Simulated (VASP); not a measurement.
A run of VASP 6.6.1:

INCAR

```
SYSTEM = Rb
PREC = Accurate
ENCUT = 520
EDIFF = 1E-6
ISMEAR = 0
SIGMA = 0.1
LREAL = .FALSE.
LASPH = .TRUE.
NELM = 60
ALGO = Normal
ISIF = 2
LWAVE = .FALSE.
LCHARG = .FALSE.
GGA = PS
NBANDS = 10
```

KPOINTS

```
Automatic mesh
0
G
  10 10 10
  0 0 0
```

The input POSCAR:

```
Rb
1.0
   -2.8585283200      2.8585283200      2.8585283200
    2.8585283200     -2.8585283200      2.8585283200
    2.8585283200      2.8585283200     -2.8585283200
Rb
1
Direct
    0.0000000000      0.0000000000      0.0000000000
```

Potentials or basis: VASP PAW PBE potentials, release 64 (Rb_sv).

The run is started by

```sh
$ cat potpaw_PBE.64/Rb_sv/POTCAR > POTCAR
$ mpirun -np 1 vasp_std > vasp.out
```

Hardware: 1 thread of Intel Xeon 8259CL, with other jobs on the host.

Task: Estimate the wall time of this run.

Result: It took 64 s on 1 thread of Intel Xeon 8259CL (shared host), peak memory 0.24 GiB. Counts: scf iterations 10, k points 47.
